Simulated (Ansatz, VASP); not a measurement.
## O: VASP beside Ansatz

```
O
1.0
     9.00000    0.00000    0.00000
     0.00000    9.50000    0.00000
     0.00000    0.00000   10.00000
O
2
Direct
  0.50000 0.50000 0.43951
  0.50000 0.50000 0.56049
```

Alike in both runs: functional PBEsol; k mesh 1 × 1 × 1; occupations gaussian, width 0.05 eV; collinear spin.

Ansatz relaxed the structure, and its values are those at the end. VASP's run is a single point on that final structure, the one shown.

```csv
,VASP,Ansatz
version,VASP 6.6.1,Ansatz 0.2.0
potentials or method,"VASP PAW PBE potentials, release 64 (O_h), cutoff 1000 eV","plane waves, PAW"
valence electrons in the cell,12,12
```

```csv
,VASP,Ansatz,Ansatz less VASP
rms of the force components (eV/Å),0.131,0.001,-0.1305
net moment per atom (μB),1.00,1.00,0.000
size of the moment on the site where the two differ most (μB),0.62,0.55,-0.068
```

VASP's potentials were made for PBE, not for PBEsol. Site moments also hang on the region over which each program counts them. One of these differences is far larger than is usual between the two programs; its cause wasn't traced. Ansatz's warnings: end state compared, stress scf threshold loose.
